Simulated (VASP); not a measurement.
Wanted: the native input for a VASP 6.6.1 run.

```
Task                   : single point
Functional             : PBE
Potentials or basis    : VASP PAW PBE potentials, release 64 (Rh_pv)
Cutoff                 : 520 eV
k mesh                 : 24 × 24 × 14
Occupations            : gaussian, width 0.15 eV
Spin                   : no spin polarisation
Dipole correction      : no
Further INCAR settings : ALGO = Fast; EDIFF = 1e-06; NBANDS = 22
```

The structure of Rh lies in POSCAR:

```
Rh
1.0
    2.8678405524      0.0000000000      0.0000000000
   -1.4339202762      2.4836227724      0.0000000000
    0.0000000000      0.0000000000      4.3848426969
Rh
2
Direct
    0.6666666667      0.3333333333      0.7500000000
    0.3333333333      0.6666666667      0.2500000000
```

This cell differs from its parent crystal: strain +0.0525 x Voigt [1, 1, 0, 0, 0, 0].

The input as run:

INCAR

```
SYSTEM = Rh
  PREC = Accurate
  ENCUT = 520
  EDIFF = 1E-6
  ISMEAR = 0
  SIGMA = 0.15
  LREAL = .FALSE.
  LASPH = .TRUE.
  NELM = 100
  ALGO = Fast
  ISIF = 2
  LWAVE = .FALSE.
  LCHARG = .FALSE.
  GGA = PE
  NBANDS = 22
```

KPOINTS

```
regular mesh
0
G
  24 24 14
  0 0 0
```

Potentials or basis: VASP PAW PBE potentials, release 64 (Rh_pv).

Launch:

```bash
$ cat potpaw_PBE.64/Rh_pv/POTCAR > POTCAR
$ mpirun -np 1 vasp_std > vasp.out
```

It gave:

```json
{"Pressure": "-19.0 GPa", "Band gap on the k mesh": "zero (band 15 reaches 10.24 eV, above the bottom of band 16 at 8.44 eV)"}
```

Caveat: the cell differs from its parent crystal (strain +0.0525 x Voigt [1, 1, 0, 0, 0, 0]).

Wall time 3.2 min on 1 thread of Intel(R) Xeon(R) Platinum 8259CL CPU @ 2.50GHz (Skylake/Cascade Lake) (shared host), peak memory 0.36 GiB.
